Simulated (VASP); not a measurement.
# AlNi (Amm2) in VASP: further runs

Runs on AlNi. Level: PBEsol. Tasks: single point.

Program: VASP 6.6.1. These are calculated values, not measurements. Logs are shortened: lines on timing, memory, paths and dates and some standing lists are left out, and cuts for length are marked.

### 1 The cell of the first run

The structure is orthorhombic, space group Amm2 (No. 38). The conventional cell has a = 2.862 Å, b = 4.047 Å, c = 4.047 Å, α = 90.00°, β = 90.00°, γ = 90.00°. Al (site symmetry mm2) has 8 Ni at 2.38 to 2.58 Å and 6 Al at 2.86 Å within 3.1 Å. Ni (site symmetry mm2) has 8 Al at 2.38 to 2.58 Å and 6 Ni at 2.86 Å within 3.1 Å.

### 2 Single point, PBEsol (atoms displaced along several vibrational modes)

INCAR

```
SYSTEM = AlNi
PREC     = Accurate       ! precision mode
ENCUT    = 520            ! plane-wave cutoff, eV
EDIFF    = 1E-7           ! SCF threshold, eV
ISMEAR   = 0              ! smearing method
SIGMA    = 0.15           ! smearing width, eV
LREAL    = .False.        ! projectors in reciprocal space
LASPH    = .True.         ! aspherical terms in the spheres
NELM     = 60             ! most SCF steps
ALGO     = Fast           ! electronic algorithm
ISIF     = 2              ! what is computed and relaxed
LWAVE    = .False.        ! write WAVECAR
LCHARG   = .True.         ! write CHGCAR
GGA      = PS             ! functional
LELF     = .True.         ! ELF
LVHAR    = .True.       
NBANDS   = 14             ! bands
```

KPOINTS

```
regular mesh
0
Gamma
  16 16 16
  0 0 0
```

POSCAR

```
AlNi
1.0
    2.8618233745      0.0000000000      0.0000000000
    0.0000000000      2.8618233745      0.0000000000
    0.0000000000      0.0000000000      2.8618233745
Al Ni
1 1
Direct
   -0.0199173717     -0.0199173717      0.0000000000
    0.5091560777      0.5091560777      0.5000000000
```

Potentials or basis: VASP PAW PBE potentials, release 64 (Al, Ni).

On the command line:

```
$ cat potpaw_PBE.64/Al/POTCAR potpaw_PBE.64/Ni/POTCAR > POTCAR
$ mpirun -np 1 vasp_std > vasp.out
```

OUTCAR:

```text
SYSTEM = AlNi
   PREC = Accurate
   ENCUT = 520
   EDIFF = 1E-7
   ISMEAR = 0
   LREAL = .False.
   LASPH = .True.
   NELM = 60
   ISIF = 2
   GGA = PS

 ion  position               nearest neighbor table
   1  0.980  0.980  0.000-   2 2.38   2 2.38   2 2.48   2 2.48   2 2.48   2 2.48   2 2.58   2 2.58

   2  0.509  0.509  0.500-   1 2.38   1 2.38   1 2.48   1 2.48   1 2.48   1 2.48   1 2.58   1 2.58

  LATTYP: Found a simple cubic cell.
 ALAT       =     2.8618233745

  Lattice vectors:

 A1 = (   2.8618233745,   0.0000000000,   0.0000000000)
 A2 = (   0.0000000000,   2.8618233745,   0.0000000000)
 A3 = (   0.0000000000,   0.0000000000,   2.8618233745)

Analysis of symmetry for initial positions (statically):
=====================================================================
 Subroutine PRICEL returns:
 Original cell was already a primitive cell.

 Routine SETGRP: Setting up the symmetry group for a
 simple cubic supercell.

 Subroutine GETGRP returns: Found  4 space group operations
 (whereof  4 operations were pure point group operations)
 out of a pool of 48 trial point group operations.

The static configuration has the point symmetry C_2v.

Analysis of symmetry for dynamics (positions and initial velocities):
=====================================================================
 Subroutine PRICEL returns:
 Original cell was already a primitive cell.

 Routine SETGRP: Setting up the symmetry group for a
 simple cubic supercell.

 Subroutine GETGRP returns: Found  4 space group operations
 (whereof  4 operations were pure point group operations)
 out of a pool of 48 trial point group operations.

The dynamic configuration has the point symmetry C_2v.

 Subroutine INISYM returns: Found  4 space group operations
 (whereof  4 operations are pure point group operations),
 and found     1 'primitive' translations

----------------------------------------------------------------------------------------

                                     Primitive cell

  volume of cell :      23.4384

  direct lattice vectors                    reciprocal lattice vectors
     2.861823375  0.000000000  0.000000000     0.349427574  0.000000000  0.000000000
     0.000000000  2.861823375  0.000000000     0.000000000  0.349427574  0.000000000
     0.000000000  0.000000000  2.861823375     0.000000000  0.000000000  0.349427574

  length of vectors
     2.861823375  2.861823375  2.861823375     0.349427574  0.349427574  0.349427574

  position of ions in fractional coordinates (direct lattice)
     0.980082628  0.980082628  0.000000000
     0.509156078  0.509156078  0.500000000

  ion indices of the primitive-cell ions
   primitive index   ion index
                 1           1
                 2           2

----------------------------------------------------------------------------------------

 KPOINTS: regular mesh

Automatic generation of k-mesh.
 Grid dimensions read from file:
 generate k-points for:   16   16   16

 Generating k-lattice:

  Cartesian coordinates                     Fractional coordinates (reciprocal lattice)
     0.021839223  0.000000000  0.000000000     0.062500000  0.000000000  0.000000000
     0.000000000  0.021839223  0.000000000     0.000000000  0.062500000  0.000000000
     0.000000000  0.000000000  0.021839223     0.000000000  0.000000000  0.062500000

  Length of vectors
     0.021839223  0.021839223  0.021839223

  Shift w.r.t. Gamma in fractional coordinates (k-lattice)
     0.000000000  0.000000000  0.000000000

 Subroutine IBZKPT returns following result:
 ===========================================

 Found    657 irreducible k-points:

 Following reciprocal coordinates:
            Coordinates               Weight
  0.000000  0.000000  0.000000      1.000000
  0.062500  0.000000  0.000000      4.000000
  0.000000  0.000000  0.062500      2.000000
  0.125000  0.000000  0.000000      4.000000
  0.000000  0.000000  0.125000      2.000000
  0.187500  0.000000  0.000000      4.000000
[... 16 lines left out ...]
  0.062500  0.000000  0.125000      8.000000
 -0.062500  0.125000  0.000000      4.000000
 [... further k-points ...]
   k-points           NKPTS =    657   k-points in BZ     NKDIM =    657   number of bands    NBANDS=     14
   number of dos      NEDOS =    301   number of ions     NIONS =      2
   total plane-waves  NPLWV =  13824
   dimension x,y,z NGX =    24 NGY =   24 NGZ =   24
   dimension x,y,z NGXF=    48 NGYF=   48 NGZF=   48
   ions per type =               1   1
   NGX,Y,Z   is equivalent  to a cutoff of  13.94, 13.94, 13.94 a.u.
   NGXF,Y,Z  is equivalent  to a cutoff of  27.88, 27.88, 27.88 a.u.
 SYSTEM =  AlNi
   PREC   = accura    normal or accurate (medium, high low for compatibility)
   ISTART =      0    job   : 0-new  1-cont  2-samecut
   ICHARG =      2    charge: 1-file 2-atom 10-const
   ISPIN  =      1    spin polarized calculation?
   LNONCOLLINEAR =      F non collinear calculations
   LSORBIT =      F    spin-orbit coupling
   LASPH  =      T    aspherical Exc in radial PAW
   ENCUT  =  520.0 eV  38.22 Ry    6.18 a.u.   5.32  5.32  5.32*2*pi/ulx,y,z
   NELM   =     60;   NELMIN=  2; NELMDL= -5     # of ELM steps
   EDIFF  = 0.1E-06   stopping-criterion for ELM
   LREAL  =      F    real-space projection
   EDIFFG = 0.1E-05   stopping-criterion for IOM
   NSW    =      0    number of steps for IOM
   IBRION =     -1    ionic relax: 0-MD 1-quasi-New 2-CG
   NFREE  =      0    steps in history (QN), initial steepest desc. (CG)
   ISIF   =      2    stress and relaxation
   ISYM   =      2    0-nonsym 1-usesym 2-fastsym
   POTIM  = 0.5000    time-step for ionic-motion
   TEBEG  =    0.0;   TEEND  =   0.0 temperature during run
   PSTRESS=    0.0 pullay stress
   NELECT =      13.0000    total number of electrons
   NUPDOWN=      -1.0000    fix difference up-down
   EMIN   =  10.00;   EMAX   =-10.00  energy-range for DOS
   EFERMI =   0.00;   METHOD = LEGACY
   ISMEAR =     0;   SIGMA  =   0.15  broadening in eV -4-tet -1-fermi 0-gaus
   EFERMI_NEDOS =   21; number of points for ismear=-14 and -15
   IALGO  =     68    algorithm
   IMIX   =      4    mixing-type and parameters
     AMIX     =   0.40;   BMIX     =  1.00
     AMIX_MAG =   1.60;   BMIX_MAG =  1.00
  volume/ion in A,a.u.               =      11.72        79.09
  Fermi-wavevector in a.u.,A,eV,Ry     =   1.345075  2.541823 24.616019  1.809226
  Thomas-Fermi vector in A             =   2.473017
   LORBIT       =      0    0 simple, 1 ext, 2 COOP (PROOUT), +10 PAW based schemes
   GGA     = PS    functional components
   LHFCALC =     F    Hartree Fock is set to
   AEXX    =    0.0000 exact exchange contribution
   IVDW    =     0    specifies the selected vdW correction
   LEPSILON=     F    determine dielectric tensor
   LRPA    =     F    only Hartree local field effects (RPA)
 non-spin polarized calculation
 RMM-DIIS sequential band-by-band and
 Gauss-broadening in eV      SIGMA  =   0.15
  energy-cutoff  :      520.00
  volume of cell :       23.44
 maximum number of plane-waves:       655
 NGX is ok and might be reduce to    24
   NGX = 11   NGY = 11   NGZ = 11

 number of electron      12.9999997 magnetization

 Free energy of the ion-electron system (eV)
  ---------------------------------------------------
  ext. energy  EPLUGINS =         0.00000000
  ---------------------------------------------------
  free energy    TOTEN  =       -11.54744134 eV

  energy without entropy =      -11.53897811  energy(sigma->0) =      -11.54320973

 E-fermi :  10.1608     XC(G=0): -12.2599

 val. band max:       10.1606607208   @ k =  -0.4375   0.4375   0.2500
 cond. band min:      10.1611453580   @ k =  -0.4375   0.2500   0.4375
 fundamental gap:      0.0004846373
 Fermi energy:        10.1608247258

 k-point     1 :       0.0000    0.0000    0.0000
  band No.  band energies     occupation
      1      -1.1136      2.00000
      2       6.8100      2.00000
      3       6.8176      2.00000
      4       8.5543      2.00000
      5       8.5720      2.00000
      6       8.5753      2.00000
      7      15.7326      0.00000
      8      15.7487      0.00000
      9      15.7704      0.00000
     10      18.3928      0.00000
     11      18.3980      0.00000
     12      24.1530      0.00000
     13      31.1644      0.00000
     14      31.1865      0.00000

 k-point     2 :       0.0625    0.0000    0.0000
  band No.  band energies     occupation
      1      -1.0406      2.00000
      2       6.8106      2.00000
      3       6.8299      2.00000
      4       8.5292      2.00000
      5       8.5398      2.00000
      6       8.5714      2.00000
      7      14.9440      0.00000
      8      15.8452      0.00000
      9      15.8584      0.00000
     10      18.3976      0.00000
     11      19.1226      0.00000
     12      24.4011      0.00000
     13      30.3592      0.00000
     14      30.3846      0.00000

 k-point     3 :       0.0000    0.0000    0.0625
  band No.  band energies     occupation
      1      -1.0406      2.00000
      2       6.8057      2.00000
      3       6.8350      2.00000
      4       8.5217      2.00000
      5       8.5427      2.00000
      6       8.5760      2.00000
      7      14.9351      0.00000
      8      15.8298      0.00000
      9      15.8869      0.00000
     10      18.4013      0.00000
     11      19.1120      0.00000
     12      24.4036      0.00000
     13      30.3436      0.00000
     14      30.4402      0.00000
[... 324 lines left out ...]
 k-point    23 :       0.0625    0.0000    0.1250
  band No.  band energies     occupation
      1      -0.7499      2.00000
      2       6.7955      2.00000
      3       6.8864      2.00000
      4       8.4023      2.00000
      5       8.4472      2.00000
      6       8.5562      2.00000
      7      13.6002      0.00000
      8      15.3333      0.00000
      9      16.2529      0.00000
     10      18.9140      0.00000
     11      20.5719      0.00000
     12      25.3645      0.00000
     13      28.0080      0.00000
     14      28.9687      0.00000

 k-point    24 :      -0.0625    0.1250    0.0000
  band No.  band energies     occupation
      1      -0.7501      2.00000
      2       6.8010      2.00000
      3       6.8799      2.00000
      4       8.4138      2.00000
      5       8.4455      2.00000
      6       8.5477      2.00000
      7      13.6001      0.00000
      8      15.3527      0.00000
      9      16.2222      0.00000
     10      18.9191      0.00000
     11      20.5837      0.00000
     12      25.3759      0.00000
     13      27.9895      0.00000
     14      28.9490      0.00000

 [... further k-points ...]

------------------------ aborting loop because EDIFF is reached ----------------------------------------

  FORCE on cell =-STRESS in cart. coord.  units (eV):
  Direction    XX          YY          ZZ          XY          YZ          ZX
  --------------------------------------------------------------------------------------
  -------------------------------------------------------------------------------------
  Total        0.1578961      0.1578961      0.2153196      0.1555262      0.0000000      0.0000000
  in kB       10.7932836     10.7932836     14.7185729     10.6312827      0.0000000      0.0000000
  external PRESSURE =      12.1017134 kB  Pullay stress =       0.0000000 kB

 VOLUME and BASIS-vectors are now :
 -----------------------------------------------------------------------------
  energy-cutoff  :      520.00
  volume of cell :       23.44
      direct lattice vectors                 reciprocal lattice vectors
     2.861823375  0.000000000  0.000000000     0.349427574  0.000000000  0.000000000
     0.000000000  2.861823375  0.000000000     0.000000000  0.349427574  0.000000000
     0.000000000  0.000000000  2.861823375     0.000000000  0.000000000  0.349427574

 POSITION                                       TOTAL-FORCE (eV/Angst)
 -----------------------------------------------------------------------------------
      2.80482      2.80482      0.00000         0.532996      0.532996      0.000000
      1.45711      1.45711      1.43091        -0.532996     -0.532996      0.000000
 -----------------------------------------------------------------------------------
    total drift:                               -0.000111     -0.000111      0.000005

  FREE ENERGIE OF THE ION-ELECTRON SYSTEM (eV)
  ---------------------------------------------------
  free  energy   TOTEN  =       -11.5474413420 eV

  energy  without entropy=      -11.5389781122  energy(sigma->0) =      -11.54320973
```

Run time: 77 s. Hardware: 1 thread of Intel Xeon 6975P-C (Granite Rapids), shared host; peak memory 0.32 GiB.

Results:

| Quantity | Value |
| --- | --- |
| Free energy | -11.5474 eV |
| Pressure | 1.2 GPa |
| Largest force | 0.754 eV/Å |
| Band gap on the k mesh | zero (an odd number of electrons rules out a gap without spin polarisation) |

Forces in eV/Å, atoms in the order of the input:
```
Al   0.533  0.533  0.000
Ni  -0.533 -0.533  0.000
```

Levels at points of the mesh, in eV from the Fermi level:
| k point | band 4 | band 5 | band 6 | band 7 | band 8 | band 9 | band 10 | band 11 |
| --- | --- | --- | --- | --- | --- | --- | --- | --- |
| (0.00, 0.00, 0.00) | -1.61 | -1.59 | -1.59 | 5.57 | 5.59 | 5.61 | 8.23 | 8.24 |
| (0.50, 0.00, 0.00) | -2.32 | -2.31 | -1.51 | -0.66 | 8.35 | 10.06 | 10.09 | 11.08 |
| (0.00, 0.00, 0.50) | -2.32 | -2.31 | -1.50 | -0.67 | 8.34 | 10.12 | 10.14 | 11.03 |
| (0.50, 0.50, 0.00) | -2.86 | -2.16 | -2.14 | -1.05 | 1.50 | 2.58 | 12.53 | 15.22 |
| (0.00, 0.50, 0.50) | -2.91 | -2.13 | -2.12 | -1.05 | 1.49 | 2.58 | 12.55 | 14.94 |
| (0.50, 0.50, 0.50) | -1.02 | -1.02 | 1.93 | 1.95 | 1.97 | 3.75 | 4.57 | 4.60 |

Caveat: the cell differs from its parent crystal (atoms displaced along several vibrational modes); the PAW data sets were made with another functional, which shifts forces and pressure a little.

### 3 Single point, PBEsol (atoms displaced along several vibrational modes)

INCAR

```
PREC = Accurate ; ENCUT = 520
EDIFF = 1E-6 ; ISMEAR = 0
SIGMA = 0.15 ; LREAL = False
LASPH = True ; NELM = 80
ALGO = Fast ; ISIF = 2
LWAVE = False ; LCHARG = False
GGA = PS ; NBANDS = 14
```

KPOINTS

```
regular mesh
0
Gamma
  16 16 16
```

POSCAR

```
AlNi
1.0
    2.8618233745      0.0000000000      0.0000000000
    0.0000000000      2.8618233745      0.0000000000
    0.0000000000      0.0000000000      2.8618233745
Al Ni
1 1
Direct
   -0.0066391239     -0.0066391239      0.0000000000
    0.5030520259      0.5030520259      0.5000000000
```

Potentials or basis: VASP PAW PBE potentials, release 64 (Al, Ni).

On the command line:

```
$ cat potpaw_PBE.64/Al/POTCAR potpaw_PBE.64/Ni/POTCAR > POTCAR
$ mpirun -np 1 vasp_std > vasp.out
```

It took 64 s on 1 thread of Intel Xeon 6975P-C (Granite Rapids), shared host; peak memory 0.33 GiB.

Results (log left out):

```
Free energy            : -11.5865 eV
Pressure               : 0.2 GPa
Largest force          : 0.246 eV/Å
Band gap on the k mesh : zero (an odd number of electrons rules out a gap without spin polarisation)
```

Forces in eV/Å, atoms in the order of the input:
```
Al   0.174  0.174  0.000
Ni  -0.174 -0.174  0.000
```

Stress tensor (GPa, compression positive):
```
0.22 0.12 0.00
0.12 0.22 0.00
0.00 0.00 0.27
```

Levels at points of the mesh, in eV from the Fermi level:
```csv
k point,band 4,band 5,band 6,band 7,band 8,band 9,band 10,band 11
"(0.00, 0.00, 0.00)",-1.59,-1.59,-1.58,5.58,5.58,5.58,8.21,8.21
"(0.50, 0.00, 0.00)",-2.31,-2.31,-1.49,-0.66,8.32,10.08,10.09,11.10
"(0.00, 0.00, 0.50)",-2.31,-2.31,-1.49,-0.66,8.32,10.09,10.09,11.09
"(0.50, 0.50, 0.00)",-2.93,-2.14,-2.14,-1.04,1.50,2.59,12.51,15.28
"(0.00, 0.50, 0.50)",-2.93,-2.14,-2.13,-1.04,1.49,2.59,12.51,15.21
"(0.50, 0.50, 0.50)",-1.01,-1.01,1.96,1.96,1.96,3.88,4.56,4.56
```

Caveat: the cell differs from its parent crystal (atoms displaced along several vibrational modes); the PAW data sets were made with another functional, which shifts forces and pressure a little.
